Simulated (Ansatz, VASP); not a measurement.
## Two plane-wave programs on MgO

The input POSCAR:

```
MgO
1.0
    3.4863778627      0.0000000000      0.0000000000
   -1.7431889314      3.0192917963      0.0000000000
    0.0000000000      0.0000000000      4.1780412200
Mg O
2 2
Direct
    0.6666666667      0.3333333333      0.7500000000
    0.3333333333      0.6666666667      0.2500000000
    0.6186789650      0.2982038976      0.1781960172
    0.3333333333      0.6666666667      0.7500000000
```

INCAR.step1

```
SYSTEM = MgO
PREC = Accurate ; ENCUT = 520
ISMEAR = 1 ; SIGMA = 0.02
LREAL = .FALSE. ; LASPH = .TRUE.
NELM = 60 ; NBANDS = 16
GGA = PE ; ALGO = Normal
EDIFF = 1E-4 ; LWAVE = .TRUE.
LCHARG = .FALSE.
```

Contents of INCAR.step2:

```
SYSTEM = MgO
PREC = Accurate ; ENCUT = 520
EDIFF = 1E-6 ; ISMEAR = 1
SIGMA = 0.02 ; LREAL = .FALSE.
LASPH = .TRUE. ; NELM = 60
ALGO = Normal ; ISIF = 2
LWAVE = .FALSE. ; LCHARG = .FALSE.
METAGGA = R2SCAN ; LMIXTAU = .TRUE.
NBANDS = 16 ; ISTART = 1
```

The input KPOINTS:

```
Automatic mesh
0
G
  6 6 6
  0 0 0
```

Input for Ansatz:

```yaml
crystal:
  lattice:
    - [3.4863778627, 0.0, 0.0]
    - [-1.7431889314, 3.0192917963, 0.0]
    - [0.0, 0.0, 4.17804122]
  atoms:
    - { symbol: Mg, position: [0.6666666667, 0.3333333333, 0.75] }
    - { symbol: Mg, position: [0.3333333333, 0.6666666667, 0.25] }
    - { symbol: O, position: [0.618678965, 0.2982038976, 0.1781960172] }
    - { symbol: O, position: [0.3333333333, 0.6666666667, 0.75] }
basis:
  ecutwfc: 500
kpoints:
  mp_grid: { grid: [6, 6, 6] }
hamiltonian:
  xc: r2scan
scf:
  occupations: { method: cold, width: 0.02 }
output:
  forces: true
  stress: true
  eigenvalues: true
```

Alike in both runs: task single point; functional r2SCAN; k mesh 6 × 6 × 6; no spin polarisation.

```csv
,VASP,Ansatz
version,VASP 6.6.1,Ansatz 0.2.0
potentials or method,"VASP PAW PBE potentials, release 64 (Mg, O), cutoff 520 eV","scalar-relativistic, plane waves, PAW"
occupations,"methfessel-paxton of order 1, width 0.02 eV","cold, width 0.02 eV"
valence electrons in the cell,16,32
```

Ansatz gave:

* gap on the k mesh at the Fermi level (eV): 4.05
* least direct gap on the mesh (eV): 4.05
* pressure (GPa): 5.9
* traceless stress, the component that is largest in VASP (GPa): 9.02
* rms of the force components (eV/Å): 1.598

Q: What did VASP give for the same quantities?

A: gap on the k mesh at the Fermi level (eV): 4.03; least direct gap on the mesh (eV): 4.03; pressure (GPa): 5.3; traceless stress, the component that is largest in VASP (GPa): 9.11; rms of the force components (eV/Å): 1.622.

VASP's potentials were made for PBE, not for r2SCAN. Atom by atom the forces differ by 0.026 eV/Å (rms over components). VASP's potentials hold 16 valence electrons a cell and Ansatz's 32, so a difference there can come from the potentials and not from the codes.
